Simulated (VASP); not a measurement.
Input of a VASP 6.6.1 run:

Contents of INCAR:

```
PREC = Accurate
ENCUT = 520
EDIFF = 1E-7
ISMEAR = 0
SIGMA = 0.15
LREAL = F
LASPH = T
NELM = 80
ALGO = Normal
ISIF = 2
LWAVE = F
LCHARG = T
GGA = CA
LELF = T
LVHAR = T
NBANDS = 8
```

Contents of KPOINTS:

```
Automatic mesh
0
Gamma
  22 22 22
```

POSCAR

```
Si
1.0
   -1.4967617356      1.4967617356      1.2675166560
    1.4967617356     -1.4967617356      1.2675166560
    1.4967617356      1.4967617356     -1.2675166560
Si
1
Direct
    0.0000000000      0.0000000000      0.0000000000
```

Potentials or basis: VASP PAW LDA potentials, release 64 (Si).

Launch:

```console
$ cat potpaw_LDA.64/Si/POTCAR > POTCAR
$ mpirun -np 1 vasp_std > vasp.out
```

(1) Predict the band gap on the k mesh.

(2) Predict the pressure.

Answers

(1) zero (band 2 reaches 24.50 eV, above the bottom of band 3 at 9.58 eV).

(2) 32.8 GPa.

Caveat: the cell differs from its parent crystal (strain -0.080 along x and y, -0.040 along z).
